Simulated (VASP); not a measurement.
Input of a VASP 6.6.1 run:

Contents of POSCAR:

```
TlPt3C
1.0
    4.2278338715      0.0000000000      0.0000000000
    0.0000000000      4.2278338715      0.0000000000
    0.0000000000      0.0000000000      4.2278338715
Tl C Pt
1 1 3
Direct
    0.0000000000      0.0000000000      0.0000000000
    0.5000000000      0.5000000000      0.5000000000
    0.5000000000      0.5000000000      0.0000000000
    0.0000000000      0.5000000000      0.5000000000
    0.5000000000      0.0000000000      0.5000000000
```

File INCAR.step1:

```
PREC = Accurate
ENCUT = 520
ISMEAR = 0
SIGMA = 0.1
LREAL = F
LASPH = T
NELM = 100
NBANDS = 32
GGA = PE
ALGO = Normal
EDIFF = 1E-4
LWAVE = T
LCHARG = F
```

Contents of INCAR.step2:

```
PREC = Accurate
ENCUT = 520
EDIFF = 1E-6
ISMEAR = 0
SIGMA = 0.1
LREAL = F
LASPH = T
NELM = 100
ALGO = Normal
ISIF = 2
LWAVE = F
LCHARG = T
METAGGA = R2SCAN
LMIXTAU = T
LELF = T
LVHAR = T
NBANDS = 32
ISTART = 1
```

File KPOINTS:

```
regular mesh
0
Gamma
  5 5 5
```

Potentials or basis: VASP PAW PBE potentials, release 64 (Tl_d, C, Pt).

Run with:

```console
$ cat potpaw_PBE.64/Tl_d/POTCAR potpaw_PBE.64/C/POTCAR potpaw_PBE.64/Pt/POTCAR > POTCAR
$ cp INCAR.step1 INCAR
$ mpirun -np 1 vasp_std > vasp.out
$ cp INCAR.step2 INCAR
$ mpirun -np 1 vasp_std > vasp.out
```

Problem. Predict the pressure.

Solution. 4.9 GPa.

Problem. What does it give for the band gap on the k mesh?

Solution. Zero (an odd number of electrons rules out a gap without spin polarisation).

Caveat: the cell stands under pressure; the PAW data sets were made with another functional, which shifts forces and pressure a little; spin-orbit coupling is left out, which moves the levels of the heavy elements.
